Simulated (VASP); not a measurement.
Input of a VASP 6.6.1 run:

The input INCAR:

```
SYSTEM = TaN
  PREC = Accurate
  ENCUT = 520
  EDIFF = 1E-6
  ISMEAR = -1
  SIGMA = 0.15
  LREAL = .FALSE.
  LASPH = .TRUE.
  NELM = 80
  ALGO = Normal
  ISIF = 2
  LWAVE = .FALSE.
  LCHARG = .TRUE.
  GGA = PS
  LELF = .TRUE.
  LVHAR = .TRUE.
  NBANDS = 15
```

Contents of KPOINTS:

```
Automatic mesh
0
G
  18 18 14
  0 0 0
```

The input POSCAR:

```
TaN
1.0
    2.8512880004      0.0000000000      0.0000000000
   -1.4256440002      2.4692878418      0.0000000000
    0.0000000000      0.0000000000      2.8114574436
Ta N
1 1
Direct
    0.3333333333      0.6666666667      0.5000000000
    0.0000000000      0.0000000000      0.0000000000
```

Potentials or basis: VASP PAW PBE potentials, release 64 (Ta_pv, N).

The run is started by

```console
$ cat potpaw_PBE.64/Ta_pv/POTCAR potpaw_PBE.64/N/POTCAR > POTCAR
$ mpirun -np 1 vasp_std > vasp.out
```

(1) Estimate the pressure.

(2) What does it give for the band gap on the k mesh?

## Answers

(1) 31.3 GPa.

(2) zero (bands 8 and 9 overlap by 0.36 eV).

Caveat: the cell stands under pressure; the PAW data sets were made with another functional, which shifts forces and pressure a little; spin-orbit coupling is left out, which moves the levels of the heavy elements.
